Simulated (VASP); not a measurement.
Here is a VASP 6.6.1 calculation.

Contents of INCAR:

```
  PREC = Accurate
  ENCUT = 520
  EDIFF = 1E-6
  ISMEAR = 0
  SIGMA = 0.05
  LREAL = False
  LASPH = True
  NELM = 120
  ALGO = Normal
  ISIF = 2
  LWAVE = False
  LCHARG = False
  NBANDS = 56
  GGA_COMPAT = False
  NELMDL = -8
```

KPOINTS

```
Automatic mesh
0
Gamma
  2 2 1
```

File POSCAR:

```
HC18Cl
1.0
    7.3980000000      0.0000000000      0.0000000000
   -3.6990000000      6.4068560000      0.0000000000
    0.0000000000      0.0000000000     12.0000000000
C Cl H
18 1 1
Direct
   -0.0075786074     -0.0238755171      0.0821092500
    0.2143812731      0.0870169394      0.0821638333
   -0.0065554874      0.3080117612      0.0820725000
    0.2133311354      0.4181032007      0.0821494167
   -0.0088369917      0.6404063085      0.0820622500
    0.2157846380      0.7527760886      0.0822380000
    0.3267702844     -0.0252999287      0.0821605000
    0.5467145775      0.0845637860      0.0820082500
    0.3241430053      0.3069391602      0.0821061667
    0.5490965027      0.4194787584      0.0820533333
    0.3257458264      0.6428079545      0.0821643333
    0.5477826203      0.7538285549      0.0820171667
    0.6579039207     -0.0262318991      0.0820675000
    0.8824770465      0.0861008894      0.0820875833
    0.6593275445      0.3092682277      0.0817610833
    0.8813348929      0.4204324243      0.0818834167
    0.6602899521      0.6418029374      0.0817397500
    0.8801303565      0.7515010483      0.0819393333
    0.6754113622      0.4723536786      0.3608628333
    0.6217233503      0.4338811423      0.2561030000
```

Potentials or basis: VASP PAW LDA potentials, release 64 (C, Cl, H).

Command:

```bash
$ cat potpaw_LDA.64/C/POTCAR potpaw_LDA.64/Cl/POTCAR potpaw_LDA.64/H/POTCAR > POTCAR
$ mpirun -np 1 vasp_std > vasp.out
```

Q: Predict the largest force.

A: 0.074 eV/Å.

Q: What does it give for the band gap on the k mesh?

A: 0.19 eV, direct.

Forces on the atoms (eV/Å):
```
C    0.007  0.001  0.000
C   -0.004 -0.004  0.000
C   -0.003 -0.005  0.000
C    0.010 -0.002  0.000
C   -0.002  0.012  0.000
C   -0.003  0.004  0.000
C   -0.001 -0.003  0.000
C    0.001 -0.002  0.002
C    0.001  0.005  0.002
C   -0.014  0.002 -0.008
C    0.014  0.004  0.000
C   -0.008 -0.010  0.000
C   -0.008  0.002  0.000
C    0.005  0.008  0.000
C   -0.004 -0.007  0.003
C    0.003 -0.007  0.001
C   -0.013 -0.007 -0.001
C    0.012  0.008 -0.001
Cl  -0.010 -0.011 -0.070
H    0.016  0.013  0.071
```

Caveat: the k points lie up to 0.49 Å⁻¹ apart.
